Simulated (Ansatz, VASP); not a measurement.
Two plane-wave programs on TaN

```
Ta N
1.0
     2.58946   -4.48508    0.00000
    -5.17892    0.00000    0.00000
     0.00000    0.00000   -5.79199
Ta N
6 6
Direct
  0.33333 0.66667 0.25000
  0.33333 0.66667 0.75000
  0.66667 0.33333 0.25000
  0.66667 0.33333 0.75000
  0.00000 0.00000 0.50000
  0.00000 0.00000 0.00000
  0.00000 0.60663 0.50000
  0.00000 0.60663 0.00000
  0.39337 0.39337 0.50000
  0.39337 0.39337 0.00000
  0.60663 0.00000 0.50000
  0.60663 0.00000 0.00000
```

Alike in both runs: task relaxation of cell and atoms; functional PBEsol; k mesh 6 × 6 × 6; occupations gaussian, width 0.1 eV; no spin polarisation.

```csv
,VASP,Ansatz
version,VASP 6.6.1,Ansatz 0.2.0
potentials or method,"VASP PAW PBE potentials, release 64 (Ta_pv, N), cutoff 600 eV","scalar-relativistic, plane waves, PAW"
valence electrons in the cell,96,108
```

VASP gave:

* gap on the k mesh at the Fermi level, each at its own relaxed structure (eV): none
* relaxed volume (Å³/atom): 11.24
* relaxed cell length with the largest relative difference (Å): 5.186

Task: Estimate Ansatz's values.

Result: gap on the k mesh at the Fermi level, each at its own relaxed structure (eV): none; relaxed volume (Å³/atom): 11.21; relaxed cell length with the largest relative difference (Å): 5.180.

VASP's potentials were made for PBE, not for PBEsol. A gap of «none» marks a metal or a gap that the smearing closes. VASP's potentials hold 96 valence electrons a cell and Ansatz's 108, so a difference there can come from the potentials and not from the codes.

Spin-orbit coupling is off throughout.
